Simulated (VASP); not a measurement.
**LiF (Griceite): relaxation of cell and atoms with PBEsol**

The system is LiF (Griceite).

```xyz
2
Lattice="0.0000 2.0140 2.0140 2.0140 0.0000 2.0140 2.0140 2.0140 0.0000" Properties=species:S:1:pos:R:3 pbc="T T T"
F     2.0140    2.0140    2.0140
Li    0.0000    0.0000    0.0000
```

* Program: VASP 6.6.1
* Task: relaxation of cell and atoms
* Functional: PBEsol
* Potentials or basis: VASP PAW PBE potentials, release 64 (F, Li_sv)
* Cutoff: 750 eV
* k mesh: 11 × 11 × 11
* Occupations: fermi-dirac, width 0.05 eV
* Spin: no spin polarisation
* Target pressure: 10 GPa
* Dipole correction: no
* Further INCAR settings: ALGO = Normal; EDIFF = 1e-07; IBRION = 2; EDIFFG = -0.02; NSW = 80; ISIF = 3

| Property | Result |
| --- | --- |
| Relaxed volume | 7.23 Å³/atom |
| Relaxed cell | a = 2.735 Å, b = 2.735 Å, c = 2.735 Å, α = 60.00°, β = 60.00°, γ = 60.00° |
| Space group after relaxing (to 0.05 Å) | Fm-3m (No. 225) |
| Energy change on relaxing (the enthalpy is what falls) | +20.6 meV/atom |
| Ionic steps | 3 |
| Pressure after relaxing | 9.7 GPa |
| Band gap on the k mesh | 10.06 eV, direct |

Step by step:
```csv
step,energy change (eV),largest force (eV/Å),pressure (GPa),volume (Å³)
1,0.0000,0.0000,-1.49,16.34
2,0.0159,0.0000,5.81,14.99
3,0.0413,0.0000,9.69,14.46
```

Final structure:
```cif
data_structure
_symmetry_space_group_name_H-M 'P 1'
_symmetry_Int_Tables_number 1
_cell_length_a 2.7349
_cell_length_b 2.7349
_cell_length_c 2.7349
_cell_angle_alpha 60.000
_cell_angle_beta 60.000
_cell_angle_gamma 60.000
_cell_volume 14.46
loop_
_atom_site_label
_atom_site_type_symbol
_atom_site_fract_x
_atom_site_fract_y
_atom_site_fract_z
_atom_site_occupancy
F1 F 0.50000 0.50000 0.50000 1
Li1 Li 0.00000 0.00000 0.00000 1
```

Levels at points of the mesh, in eV from the valence-band top:
```csv
k point,band 1,band 2,band 3,band 4,band 5,band 6,band 7,band 8,band 9
"(0.00, 0.00, 0.00)",-39.97,-20.22,0.00,0.00,0.00,10.06,25.33,25.41,25.41
```

Run time: 46 s on 1 thread of Intel(R) Xeon(R) Platinum 8488C (Sapphire Rapids), with other jobs on the host, peak memory 0.15 GiB.

Caveat: the cell is relaxed towards a set pressure, so the enthalpy falls and the energy may rise; the PAW data sets were made with another functional, which shifts forces and pressure a little. A k mesh can miss the band edges.
